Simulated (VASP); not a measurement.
Set up this calculation in VASP 6.6.1, as the native input.

- Task: single point
- Functional: LDA
- Potentials or basis: VASP PAW LDA potentials, release 64 (Sc_sv)
- Cutoff: 520 eV
- k mesh: 17 × 17 × 17
- Occupations: fermi-dirac, width 0.05 eV
- Spin: no spin polarisation
- Dipole correction: no
- Further INCAR settings: ALGO = Normal; EDIFF = 1e-06; NBANDS = 12

The structure of Sc lies in POSCAR:

```
Sc
1.0
   -1.5682094236      1.5682094236      1.5682094236
    1.5682094236     -1.5682094236      1.5682094236
    1.5682094236      1.5682094236     -1.5682094236
Sc
1
Direct
    0.0000000000      0.0000000000      0.0000000000
```

This cell differs from its parent crystal: volume scaled by 0.68.

One way to write it, as run:

INCAR

```
ALGO = Normal ; EDIFF = 1E-6
ENCUT = 520 ; GGA = CA
ISIF = 2 ; ISMEAR = -1
LASPH = True ; LCHARG = False
LREAL = False ; LWAVE = False
NBANDS = 12 ; NELM = 80
PREC = Accurate ; SIGMA = 0.05
```

KPOINTS

```
k-points
0
Gamma
  17 17 17
```

Potentials or basis: VASP PAW LDA potentials, release 64 (Sc_sv).

Launch:

```sh
$ cat potpaw_LDA.64/Sc_sv/POTCAR > POTCAR
$ mpirun -np 1 vasp_std > vasp.out
```

Results of the run:

```json
{"Pressure": "39.8 GPa"}
```

It took 12 s on 1 thread of Intel(R) Xeon(R) 6975P-C (Granite Rapids), with other jobs on the host, peak memory 0.13 GiB.
